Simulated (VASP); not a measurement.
W12C13: single point with PBE

System: W12C13, a slab with vacuum.

```
W C
1.0
     5.79900    0.00000    0.00000
    -2.89950    5.02208    0.00000
     0.00000    0.00000   20.07550
W C
12 13
Direct
  0.00000 0.00000 0.04981
  0.00088 0.99897 0.19100
  0.99993 0.99150 0.33209
  0.00000 0.50000 0.04981
  0.00153 0.49787 0.19140
  0.99650 0.50326 0.33407
  0.50000 0.00000 0.04981
  0.50045 0.99862 0.19269
  0.50323 0.99894 0.34350
  0.50000 0.50000 0.04981
  0.50048 0.49896 0.19077
  0.50652 0.50013 0.33123
  0.33333 0.16667 0.12030
  0.33553 0.16134 0.26226
  0.32014 0.19582 0.40337
  0.33333 0.66667 0.12030
  0.33633 0.67063 0.26143
  0.32495 0.63440 0.40294
  0.83333 0.16667 0.12030
  0.82881 0.16091 0.26172
  0.89435 0.19971 0.40144
  0.83333 0.66667 0.12030
  0.83446 0.66498 0.25761
  0.83664 0.66790 0.39010
  0.19994 0.34740 0.41677
```

```
Program                : VASP 6.6.1
Task                   : single point
Functional             : PBE
Potentials or basis    : VASP PAW PBE potentials, release 64 (W_sv, C)
Cutoff                 : 520 eV
k mesh                 : 3 × 3 × 1
Occupations            : fermi-dirac, width 0.1 eV
Spin                   : no spin polarisation
Dipole correction      : no
Further INCAR settings : LREAL = Auto; ALGO = Normal; EDIFF = 1e-06; NBANDS = 128
```

- Largest force: 3.005 eV/Å
- Band gap on the k mesh: zero (bands 110 and 111 overlap by 0.62 eV)

Forces on the atoms (eV/Å):
```
W    0.020  0.015  0.662
W   -0.033  0.051  0.102
W   -0.507  0.497  0.563
W    0.046 -0.029  0.706
W   -0.188  0.120 -0.040
W    0.563 -0.092 -0.605
W    0.017  0.004  0.892
W    0.025  0.080  0.012
W   -0.086  0.101  0.234
W   -0.019 -0.034  0.645
W   -0.041 -0.028  0.197
W    0.091  0.660  0.483
C    0.132 -0.099 -0.879
C    0.153 -0.041 -0.244
C    2.508 -1.515 -0.666
C    0.034  0.062 -0.836
C   -0.028  0.012  0.142
C    0.356  0.548 -0.275
C   -0.035 -0.105 -0.828
C   -0.117  0.051  0.194
C   -0.520 -0.773 -0.291
C    0.100 -0.045 -0.909
C   -0.033 -0.078  0.098
C   -0.342 -0.114 -0.098
C   -2.094  0.752  0.743
```

Levels at points of the mesh, in eV from the Fermi level:
```tsv
k point	band 108	band 109	band 110	band 111	band 112	band 113	band 114	band 115
(0.00, 0.00, 0.00)	0.32	0.36	0.54	0.55	0.58	0.87	1.03	1.45
```

Run time: 15 min on 1 thread of Intel(R) Xeon(R) 6975P-C (Granite Rapids), on a shared host, peak memory 0.79 GiB.

Caveat: the k points lie up to 0.42 Å⁻¹ apart, too coarse for converged energies and pressures of a metal; spin-orbit coupling is left out, which moves the levels of the heavy elements.
